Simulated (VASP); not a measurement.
# AlN (I4/mmm) in VASP: further runs

Runs on AlN. Level: r2SCAN. Tasks: single point.

All numbers are computed with VASP 6.6.1; they aren't measurements. Logs are shortened: lines on timing, memory, paths and dates and some standing lists are left out, and cuts for length are marked.

## Step 1: The cell of the first run

Symmetry: I4/mmm, No. 139, tetragonal system. The conventional cell has a = 2.917 Å, b = 2.917 Å, c = 3.960 Å, α = 90.00°, β = 90.00°, γ = 90.00°. Al (site symmetry 4/mmm) has 6 N at 1.98 to 2.06 Å within 2.6 Å. Within 2.6 Å of N (site symmetry 4/mmm) lie 6 Al at 1.98 to 2.06 Å.

## Step 2: Single point, r2SCAN

File POSCAR:

```
AlN
1.0
    0.0000000000      2.0623915733      1.9798959103
    2.0623915733      0.0000000000      1.9798959103
    2.0623915733      2.0623915733      0.0000000000
Al N
1 1
Direct
    0.5000000000      0.5000000000      0.5000000000
    0.0000000000      0.0000000000      0.0000000000
```

File INCAR.step1:

```
SYSTEM = AlN
PREC     = Accurate       ! precision mode
ENCUT    = 520            ! plane-wave cutoff, eV
ISMEAR   = 0              ! smearing method
SIGMA    = 0.05           ! smearing width, eV
LREAL    = .False.        ! projectors in reciprocal space
LASPH    = .True.         ! aspherical terms in the spheres
NELM     = 100            ! most SCF steps
NBANDS   = 11             ! bands
GGA      = PE             ! functional
ALGO     = Normal         ! electronic algorithm
EDIFF    = 1E-4           ! SCF threshold, eV
LWAVE    = .True.         ! write WAVECAR
LCHARG   = .False.        ! write CHGCAR
```

File INCAR.step2:

```
SYSTEM = AlN
PREC     = Accurate       ! precision mode
ENCUT    = 520            ! plane-wave cutoff, eV
EDIFF    = 1E-6           ! SCF threshold, eV
ISMEAR   = 0              ! smearing method
SIGMA    = 0.05           ! smearing width, eV
LREAL    = .False.        ! projectors in reciprocal space
LASPH    = .True.         ! aspherical terms in the spheres
NELM     = 100            ! most SCF steps
ALGO     = Normal         ! electronic algorithm
ISIF     = 2              ! what is computed and relaxed
LWAVE    = .False.        ! write WAVECAR
LCHARG   = .True.         ! write CHGCAR
METAGGA  = R2SCAN         ! meta-GGA
LMIXTAU  = .True.       
LELF     = .True.         ! ELF
LVHAR    = .True.       
NBANDS   = 11             ! bands
ISTART   = 1
```

File KPOINTS:

```
regular mesh
0
Gamma
  10 10 10
  0 0 0
```

Potentials or basis: VASP PAW PBE potentials, release 64 (Al, N).

The run is started by

```bash
cat potpaw_PBE.64/Al/POTCAR potpaw_PBE.64/N/POTCAR > POTCAR
cp INCAR.step1 INCAR
mpirun -np 1 vasp_std > vasp.out
cp INCAR.step2 INCAR
mpirun -np 1 vasp_std > vasp.out
```

OUTCAR:

```text
SYSTEM = AlN
   PREC = Accurate
   ENCUT = 520
   EDIFF = 1E-6
   ISMEAR = 0
   LREAL = .False.
   LASPH = .True.
   NELM = 100
   ISIF = 2
   METAGGA = R2SCAN
   ISTART = 1

 ion  position               nearest neighbor table
   1  0.500  0.500  0.500-   2 1.98   2 1.98   2 2.06   2 2.06   2 2.06   2 2.06
   2  0.000  0.000  0.000-   1 1.98   1 1.98   1 2.06   1 2.06   1 2.06   1 2.06

  LATTYP: Found a body centered tetragonal cell.
 ALAT       =     2.9166621339
 C/A-ratio  =     1.3576450198

  Lattice vectors:

 A1 = (   0.0000000000,  -2.0623915733,  -1.9798959103)
 A2 = (   0.0000000000,   2.0623915733,  -1.9798959103)
 A3 = (   2.0623915733,   0.0000000000,   1.9798959103)

Analysis of symmetry for initial positions (statically):
=====================================================================
 Subroutine PRICEL returns:
 Original cell was already a primitive cell.

 Routine SETGRP: Setting up the symmetry group for a
 body centered tetragonal supercell.

 Subroutine GETGRP returns: Found 16 space group operations
 (whereof 16 operations were pure point group operations)
 out of a pool of 16 trial point group operations.

The static configuration has the point symmetry D_4h.

Analysis of symmetry for dynamics (positions and initial velocities):
=====================================================================
 Subroutine PRICEL returns:
 Original cell was already a primitive cell.

 Routine SETGRP: Setting up the symmetry group for a
 body centered tetragonal supercell.

 Subroutine GETGRP returns: Found 16 space group operations
 (whereof 16 operations were pure point group operations)
 out of a pool of 16 trial point group operations.

The dynamic configuration has the point symmetry D_4h.

 Subroutine INISYM returns: Found 16 space group operations
 (whereof 16 operations are pure point group operations),
 and found     1 'primitive' translations

----------------------------------------------------------------------------------------

                                     Primitive cell

  volume of cell :      16.8428

  direct lattice vectors                    reciprocal lattice vectors
     0.000000000  2.062391573  1.979895910    -0.242436987  0.242436987  0.252538529
     2.062391573  0.000000000  1.979895910     0.242436987 -0.242436987  0.252538529
     2.062391573  2.062391573  0.000000000     0.242436987  0.242436987 -0.252538529

  length of vectors
     2.858924066  2.858924066  2.916662134     0.425825192  0.425825192  0.425825192

  position of ions in fractional coordinates (direct lattice)
     0.500000000  0.500000000  0.500000000
     0.000000000  0.000000000  0.000000000

  ion indices of the primitive-cell ions
   primitive index   ion index
                 1           1
                 2           2

----------------------------------------------------------------------------------------

 KPOINTS: regular mesh

Automatic generation of k-mesh.
 Grid dimensions read from file:
 generate k-points for:   10   10   10

 Generating k-lattice:

  Cartesian coordinates                     Fractional coordinates (reciprocal lattice)
    -0.024243699  0.024243699  0.025253853     0.100000000  0.000000000  0.000000000
     0.024243699 -0.024243699  0.025253853     0.000000000  0.100000000  0.000000000
     0.024243699  0.024243699 -0.025253853     0.000000000  0.000000000  0.100000000

  Length of vectors
     0.042582519  0.042582519  0.042582519

  Shift w.r.t. Gamma in fractional coordinates (k-lattice)
     0.000000000  0.000000000  0.000000000

 Subroutine IBZKPT returns following result:
 ===========================================

 Found    102 irreducible k-points:

 Following reciprocal coordinates:
            Coordinates               Weight
  0.000000  0.000000  0.000000      1.000000
  0.100000 -0.000000  0.000000      8.000000
  0.200000 -0.000000  0.000000      8.000000
  0.300000 -0.000000  0.000000      8.000000
  0.400000 -0.000000  0.000000      8.000000
  0.500000  0.000000  0.000000      4.000000
[... 16 lines left out ...]
  0.300000  0.300000  0.000000      2.000000
  0.400000  0.300000  0.000000      8.000000
 [... further k-points ...]
   k-points           NKPTS =    102   k-points in BZ     NKDIM =    102   number of bands    NBANDS=     11
   number of dos      NEDOS =    301   number of ions     NIONS =      2
   total plane-waves  NPLWV =  13824
   dimension x,y,z NGX =    24 NGY =   24 NGZ =   24
   dimension x,y,z NGXF=    48 NGYF=   48 NGZF=   48
   ions per type =               1   1
   NGX,Y,Z   is equivalent  to a cutoff of  13.96, 13.96, 13.68 a.u.
   NGXF,Y,Z  is equivalent  to a cutoff of  27.91, 27.91, 27.36 a.u.
 SYSTEM =  AlN
   PREC   = accura    normal or accurate (medium, high low for compatibility)
   ISTART =      1    job   : 0-new  1-cont  2-samecut
   ICHARG =      0    charge: 1-file 2-atom 10-const
   ISPIN  =      1    spin polarized calculation?
   LNONCOLLINEAR =      F non collinear calculations
   LSORBIT =      F    spin-orbit coupling
   LASPH  =      T    aspherical Exc in radial PAW
   ENCUT  =  520.0 eV  38.22 Ry    6.18 a.u.   5.32  5.32  5.42*2*pi/ulx,y,z
   NELM   =    100;   NELMIN=  2; NELMDL=  0     # of ELM steps
   EDIFF  = 0.1E-05   stopping-criterion for ELM
   LREAL  =      F    real-space projection
   EDIFFG = 0.1E-04   stopping-criterion for IOM
   NSW    =      0    number of steps for IOM
   IBRION =     -1    ionic relax: 0-MD 1-quasi-New 2-CG
   NFREE  =      0    steps in history (QN), initial steepest desc. (CG)
   ISIF   =      2    stress and relaxation
   ISYM   =      2    0-nonsym 1-usesym 2-fastsym
   POTIM  = 0.5000    time-step for ionic-motion
   TEBEG  =    0.0;   TEEND  =   0.0 temperature during run
   PSTRESS=    0.0 pullay stress
   NELECT =       8.0000    total number of electrons
   NUPDOWN=      -1.0000    fix difference up-down
   EMIN   =  10.00;   EMAX   =-10.00  energy-range for DOS
   EFERMI =   0.00;   METHOD = LEGACY
   ISMEAR =     0;   SIGMA  =   0.05  broadening in eV -4-tet -1-fermi 0-gaus
   EFERMI_NEDOS =   21; number of points for ismear=-14 and -15
   IALGO  =     38    algorithm
   IMIX   =      4    mixing-type and parameters
     AMIX     =   0.40;   BMIX     =  1.00
     AMIX_MAG =   1.60;   BMIX_MAG =  1.00
  volume/ion in A,a.u.               =       8.42        56.83
  Fermi-wavevector in a.u.,A,eV,Ry     =   1.277321  2.413786 22.198561  1.631548
  Thomas-Fermi vector in A             =   2.409927
   LORBIT       =      0    0 simple, 1 ext, 2 COOP (PROOUT), +10 PAW based schemes
   METAGGA = R2SCAN    functional components
   LHFCALC =     F    Hartree Fock is set to
   AEXX    =    0.0000 exact exchange contribution
   IVDW    =     0    specifies the selected vdW correction
   LEPSILON=     F    determine dielectric tensor
   LRPA    =     F    only Hartree local field effects (RPA)
 non-spin polarized calculation
 Gauss-broadening in eV      SIGMA  =   0.05
  energy-cutoff  :      520.00
  volume of cell :       16.84
 maximum number of plane-waves:       471
 NGX is ok and might be reduce to    24
   NGX = 11   NGY = 11   NGZ = 11

 number of electron       8.0000000 magnetization

 Free energy of the ion-electron system (eV)
  ---------------------------------------------------
  ext. energy  EPLUGINS =         0.00000000
  ---------------------------------------------------
  free energy    TOTEN  =       -18.87252268 eV

  energy without entropy =      -18.87252268  energy(sigma->0) =      -18.87252268

 E-fermi :   9.8894     XC(G=0): -12.7812

 val. band max:        9.6303075950   @ k =   0.0000   0.0000   0.0000
 cond. band min:      14.6096772114   @ k =   0.5000   0.5000   0.0000
 fundamental gap:      4.9793696164
 Fermi energy:         9.8894333492

 k-point     1 :       0.0000    0.0000    0.0000
  band No.  band energies     occupation
      1      -8.7025      2.00000
      2       9.3100      2.00000
      3       9.6303      2.00000
      4       9.6303      2.00000
      5      15.7312      0.00000
      6      22.2070      0.00000
      7      22.2070      0.00000
      8      22.7739      0.00000
      9      27.2821      0.00000
     10      28.1351      0.00000
     11      28.6842      0.00000

 k-point     2 :       0.1000   -0.0000    0.0000
  band No.  band energies     occupation
      1      -8.4978      2.00000
      2       8.4686      2.00000
      3       9.3383      2.00000
      4       9.4802      2.00000
      5      16.3764      0.00000
      6      21.5441      0.00000
      7      22.4999      0.00000
      8      22.9164      0.00000
      9      25.9987      0.00000
     10      27.0374      0.00000
     11      29.0524      0.00000

 k-point     3 :       0.2000   -0.0000    0.0000
  band No.  band energies     occupation
      1      -7.9046      2.00000
      2       6.3158      2.00000
      3       9.0617      2.00000
      4       9.1185      2.00000
      5      17.0680      0.00000
      6      21.1111      0.00000
      7      22.5267      0.00000
      8      23.2882      0.00000
      9      25.7491      0.00000
     10      26.2109      0.00000
     11      28.4103      0.00000
[... 267 lines left out ...]
 k-point    23 :       0.3000    0.3000    0.0000
  band No.  band energies     occupation
      1      -6.3499      2.00000
      2       4.6022      2.00000
      3       7.3424      2.00000
      4       7.3424      2.00000
      5      16.8028      0.00000
      6      17.0920      0.00000
      7      22.5474      0.00000
      8      25.8241      0.00000
      9      25.8241      0.00000
     10      30.3528      0.00000
     11      34.9895      0.00000

 k-point    24 :       0.4000    0.3000    0.0000
  band No.  band energies     occupation
      1      -5.5981      2.00000
      2       3.5821      2.00000
      3       6.6356      2.00000
      4       7.0487      2.00000
      5      16.2666      0.00000
      6      16.9788      0.00000
      7      22.9247      0.00000
      8      25.7656      0.00000
      9      26.7020      0.00000
     10      31.9441      0.00000
     11      35.7568      0.00000

 [... further k-points ...]

------------------------ aborting loop because EDIFF is reached ----------------------------------------

  FORCE on cell =-STRESS in cart. coord.  units (eV):
  Direction    XX          YY          ZZ          XY          YZ          ZX
  --------------------------------------------------------------------------------------
  -------------------------------------------------------------------------------------
  Total       -1.0241768     -1.0241768      0.1400179      0.0000000     -0.0000000      0.0000000
  in kB      -97.4251152    -97.4251152     13.3192401      0.0000000     -0.0000000      0.0000000
  external PRESSURE =     -60.5103301 kB  Pullay stress =       0.0000000 kB

 VOLUME and BASIS-vectors are now :
 -----------------------------------------------------------------------------
  energy-cutoff  :      520.00
  volume of cell :       16.84
      direct lattice vectors                 reciprocal lattice vectors
     0.000000000  2.062391573  1.979895910    -0.242436987  0.242436987  0.252538529
     2.062391573  0.000000000  1.979895910     0.242436987 -0.242436987  0.252538529
     2.062391573  2.062391573  0.000000000     0.242436987  0.242436987 -0.252538529

 POSITION                                       TOTAL-FORCE (eV/Angst)
 -----------------------------------------------------------------------------------
      2.06239      2.06239      1.97990        -0.000000      0.000000      0.000000
      0.00000      0.00000      0.00000         0.000000     -0.000000      0.000000
 -----------------------------------------------------------------------------------
    total drift:                                0.000000     -0.000000     -0.000000

  FREE ENERGIE OF THE ION-ELECTRON SYSTEM (eV)
  ---------------------------------------------------
  free  energy   TOTEN  =       -18.8725226827 eV

  energy  without entropy=      -18.8725226827  energy(sigma->0) =      -18.87252268
```

Wall time 65 s (1 thread of Intel Xeon 8259CL, shared host); peak memory 0.15 GiB.

Results:

```yaml
Free_energy: -18.8725 eV
Pressure: -6.1 GPa
Band_gap_on_the_k_mesh: 4.98 eV (least direct gap 6.10 eV)
```

Stress tensor (GPa, compression positive):
```
-9.74  0.00  0.00
 0.00 -9.74  0.00
 0.00  0.00  1.33
```

Caveat: the cell stands under tension; the PAW data sets were made with another functional, which shifts forces and pressure a little.

## Step 3: Single point, r2SCAN

File POSCAR:

```
AlN
1.0
    0.0000000000      2.0016974543      2.1017823270
    2.0016974543      0.0000000000      2.1017823270
    2.0016974543      2.0016974543      0.0000000000
Al N
1 1
Direct
    0.5000000000      0.5000000000      0.5000000000
    0.0000000000      0.0000000000      0.0000000000
```

File INCAR.step1:

```
  PREC = Accurate
  ENCUT = 520
  ISMEAR = 0
  SIGMA = 0.05
  LREAL = False
  LASPH = True
  NELM = 80
  NBANDS = 11
  GGA = PE
  ALGO = Normal
  EDIFF = 1E-4
  LWAVE = True
  LCHARG = False
```

File INCAR.step2:

```
  PREC = Accurate
  ENCUT = 520
  EDIFF = 1E-6
  ISMEAR = 0
  SIGMA = 0.05
  LREAL = False
  LASPH = True
  NELM = 80
  ALGO = Normal
  ISIF = 2
  LWAVE = False
  LCHARG = False
  METAGGA = R2SCAN
  LMIXTAU = True
  NBANDS = 11
  ISTART = 1
```

File KPOINTS:

```
regular mesh
0
Gamma
  10 10 10
```

Potentials or basis: VASP PAW PBE potentials, release 64 (Al, N).

The run is started by

```bash
cat potpaw_PBE.64/Al/POTCAR potpaw_PBE.64/N/POTCAR > POTCAR
cp INCAR.step1 INCAR
mpirun -np 1 vasp_std > vasp.out
cp INCAR.step2 INCAR
mpirun -np 1 vasp_std > vasp.out
```

OUTCAR:

```text
PREC = Accurate
   ENCUT = 520
   EDIFF = 1E-6
   ISMEAR = 0
   LREAL = False
   LASPH = True
   NELM = 80
   ISIF = 2
   METAGGA = R2SCAN
   ISTART = 1

 ion  position               nearest neighbor table
   1  0.500  0.500  0.500-   2 2.00   2 2.00   2 2.00   2 2.00   2 2.10   2 2.10
   2  0.000  0.000  0.000-   1 2.00   1 2.00   1 2.00   1 2.00   1 2.10   1 2.10

  LATTYP: Found a body centered tetragonal cell.
 ALAT       =     2.8308276876
 C/A-ratio  =     1.4849242405

  Lattice vectors:
[... 524 lines left out ...]

------------------------ aborting loop because EDIFF is reached ----------------------------------------

  FORCE on cell =-STRESS in cart. coord.  units (eV):
  Direction    XX          YY          ZZ          XY          YZ          ZX
  --------------------------------------------------------------------------------------
  -------------------------------------------------------------------------------------
  Total       -0.2113438     -0.2113438     -1.3995974      0.0000000      0.0000000      0.0000000
  in kB      -20.1041369    -20.1041369   -133.1370988      0.0000000      0.0000000      0.0000000
  external PRESSURE =     -57.7817909 kB  Pullay stress =       0.0000000 kB

 VOLUME and BASIS-vectors are now :
 -----------------------------------------------------------------------------
  energy-cutoff  :      520.00
  volume of cell :       16.84
      direct lattice vectors                 reciprocal lattice vectors
     0.000000000  2.001697454  2.101782327    -0.249787998  0.249787998  0.237893332
     2.001697454  0.000000000  2.101782327     0.249787998 -0.249787998  0.237893332
     2.001697454  2.001697454  0.000000000     0.249787998  0.249787998 -0.237893332

 POSITION                                       TOTAL-FORCE (eV/Angst)
 -----------------------------------------------------------------------------------
      2.00170      2.00170      2.10178         0.000000     -0.000000     -0.000000
      0.00000      0.00000      0.00000        -0.000000      0.000000      0.000000
 -----------------------------------------------------------------------------------
    total drift:                                0.000000     -0.000000     -0.000000

  FREE ENERGIE OF THE ION-ELECTRON SYSTEM (eV)
  ---------------------------------------------------
  free  energy   TOTEN  =       -18.8681603978 eV

  energy  without entropy=      -18.8681603978  energy(sigma->0) =      -18.86816040
```

OUTCAR.step1:

```text
PREC = Accurate
   ENCUT = 520
   ISMEAR = 0
   LREAL = False
   LASPH = True
[... 559 lines left out ...]
      2.00170      2.00170      2.10178        -0.000000      0.000000      0.000000
      0.00000      0.00000      0.00000         0.000000     -0.000000      0.000000
 -----------------------------------------------------------------------------------
    total drift:                                0.000000     -0.000000     -0.000000

  FREE ENERGIE OF THE ION-ELECTRON SYSTEM (eV)
  ---------------------------------------------------
  free  energy   TOTEN  =       -14.5255799451 eV

  energy  without entropy=      -14.5255799451  energy(sigma->0) =      -14.52557995
```

OSZICAR.step1:

```text
N       E                     dE             d eps       ncg     rms          rms(c)
DAV:   1     0.713875080184E+01    0.71388E+01   -0.40873E+03  2252   0.672E+02
DAV:   2    -0.156090376091E+02   -0.22748E+02   -0.21720E+02  2800   0.125E+02
DAV:   3    -0.162717136625E+02   -0.66268E+00   -0.66115E+00  2747   0.186E+01
DAV:   4    -0.162738321909E+02   -0.21185E-02   -0.21184E-02  2529   0.116E+00
DAV:   5    -0.162738479198E+02   -0.15729E-04   -0.15729E-04  2681   0.103E-01    0.757E+00
DAV:   6    -0.145453670059E+02    0.17285E+01   -0.76300E+00  2478   0.145E+01    0.266E+00
DAV:   7    -0.145319453160E+02    0.13422E-01   -0.17440E-01  2523   0.309E+00    0.177E+00
DAV:   8    -0.145258972368E+02    0.60481E-02   -0.16478E-02  2367   0.112E+00    0.338E-01
DAV:   9    -0.145255215168E+02    0.37572E-03   -0.15711E-03  2595   0.237E-01    0.149E-01
DAV:  10    -0.145255799451E+02   -0.58428E-04   -0.13535E-04  1427   0.873E-02
   1 F= -.14525580E+02 E0= -.14525580E+02  d E =-.250818E-18
```

Wall time 63 s (1 thread of Intel Xeon 8259CL, shared host); peak memory 0.15 GiB.

What came out:

```yaml
Free_energy: -18.8682 eV
Pressure: -5.8 GPa
Band_gap_on_the_k_mesh: 4.96 eV (least direct gap 5.97 eV)
```

Stress tensor (GPa, compression positive):
```
 -2.01   0.00   0.00
  0.00  -2.01   0.00
  0.00   0.00 -13.31
```

Levels at points of the mesh, in eV from the valence-band top:
```
           k point  band 2  band 3  band 4  band 5  band 6  band 7
(0.00, 0.00, 0.00)   -0.33   -0.33    0.00    5.97   12.21   12.89
(0.50, 0.00, 0.00)   -8.53   -1.45   -1.24    6.49   11.12   12.12
(0.50, 0.50, 0.00)   -7.76   -2.82   -2.82    5.43    6.11   14.48
(0.50, 0.00, 0.50)   -7.56   -3.50   -2.85    4.96    5.67   15.11
```

Caveat: the cell stands under tension; the PAW data sets were made with another functional, which shifts forces and pressure a little.
